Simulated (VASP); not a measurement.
Re, 1 atom in the cell. It takes space group Fm-3m (No. 225, cubic). Conventional cell: a = 3.931 Å, b = 3.931 Å, c = 3.931 Å, α = 90.00°, β = 90.00°, γ = 90.00°. Within 3.7 Å of Re (site symmetry m-3m) lie 12 Re at 2.78 Å. This isn't the form of Re at room conditions, which is hcp.

* Program: VASP 6.6.1
* Task: single point
* Functional: PBEsol
* Potentials or basis: VASP PAW PBE potentials, release 64 (Re)
* Cutoff: 520 eV
* k mesh: 16 × 16 × 16
* Occupations: fermi-dirac, width 0.1 eV
* Spin: no spin polarisation
* Dipole correction: no
* Further INCAR settings: ALGO = Normal; EDIFF = 1e-06; NBANDS = 10

Potentials or basis: VASP PAW PBE potentials, release 64 (Re).

Command:

```sh
$ cat potpaw_PBE.64/Re/POTCAR > POTCAR
$ mpirun -np 1 vasp_std > vasp.out
```

Hardware: 1 thread of Intel Xeon 8259CL (shared host).

Question: Estimate the wall time of this run.

Answer: It took 38 s on 1 thread of Intel Xeon 8259CL (shared host), peak memory 0.15 GiB. Counts: scf iterations 11, k points 145.
